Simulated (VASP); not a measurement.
A run of VASP 6.6.1 is set up as follows.

File INCAR:

```
ALGO = Normal ; EDIFF = 1E-6
ENCUT = 520 ; GGA = PS
ISIF = 2 ; ISMEAR = -1
LASPH = T ; LCHARG = F
LREAL = F ; LWAVE = F
NBANDS = 13 ; NELM = 80
PREC = Accurate ; SIGMA = 0.1
```

KPOINTS

```
k-points
0
Gamma
  13 13 12
```

The input POSCAR:

```
Mo
1.0
    2.7456106502      0.0000000000      0.0000000000
   -1.3728053251      2.3777685720      0.0000000000
    0.0000000000      0.0000000000      2.4877488754
Mo
1
Direct
    0.0000000000      0.0000000000      0.5000000000
```

Potentials or basis: VASP PAW PBE potentials, release 64 (Mo_sv).

Command:

```console
$ cat potpaw_PBE.64/Mo_sv/POTCAR > POTCAR
$ mpirun -np 1 vasp_std > vasp.out
```

Question: Predict the band gap on the k mesh.

Answer: Zero (band 7 reaches 12.53 eV, above the bottom of band 8 at 10.74 eV).

Question: Estimate the pressure.

Answer: 0.6 GPa.

Stress tensor (GPa, compression positive):
```
0.45 0.00 0.00
0.00 0.45 0.00
0.00 0.00 0.86
```

Caveat: the PAW data sets were made with another functional, which shifts forces and pressure a little.
